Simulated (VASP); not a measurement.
# TiAl: single point with PBEsol

Crystal: TiAl.

```
CELL_PARAMETERS angstrom
2.73391 0.00000 0.00000
-1.36695 2.36763 0.00000
0.00000 0.00000 4.43515
ATOMIC_POSITIONS crystal
Ti 0.00000 0.00000 0.00000
Al 0.33333 0.66667 0.50000
```

This cell differs from its parent crystal: strain -0.040 along x and y, -0.040 along z.

```json
{"Program": "VASP 6.6.1", "Task": "single point", "Functional": "PBEsol", "Potentials or basis": "VASP PAW PBE potentials, release 64 (Ti_sv, Al)", "Cutoff": "520 eV", "k mesh": "24 × 24 × 14", "Occupations": "gaussian, width 0.15 eV", "Spin": "no spin polarisation", "Dipole correction": "no", "Further INCAR settings": "ALGO = Fast; EDIFF = 1e-06; NBANDS = 14"}
```

```
Pressure               : 17.2 GPa
Band gap on the k mesh : zero (an odd number of electrons rules out a gap without spin polarisation)
```

Stress tensor (GPa, compression positive):
```
16.07  0.00  0.00
 0.00 16.07  0.00
 0.00  0.00 19.46
```

Levels at points of the mesh, in eV from the Fermi level:
```tsv
k point	band 4	band 5	band 6	band 7	band 8	band 9	band 10	band 11
(0.00, 0.00, 0.00)	-31.81	-9.65	-2.47	-1.82	1.45	1.45	3.26	3.26
(0.50, 0.00, 0.00)	-32.01	-4.11	-2.84	-1.91	-1.26	2.41	4.58	4.73
(0.00, 0.00, 0.50)	-31.81	-8.57	-5.60	-0.54	1.46	1.46	3.16	3.16
(0.50, 0.00, 0.50)	-32.01	-4.11	-2.51	-2.13	0.83	1.05	2.18	3.54
```

It took 2.4 min on 1 thread of Intel(R) Xeon(R) 6975P-C (Granite Rapids) (shared host), peak memory 0.31 GiB.

Caveat: the cell differs from its parent crystal (strain -0.040 along x and y, -0.040 along z); the cell stands under pressure; the PAW data sets were made with another functional, which shifts forces and pressure a little.
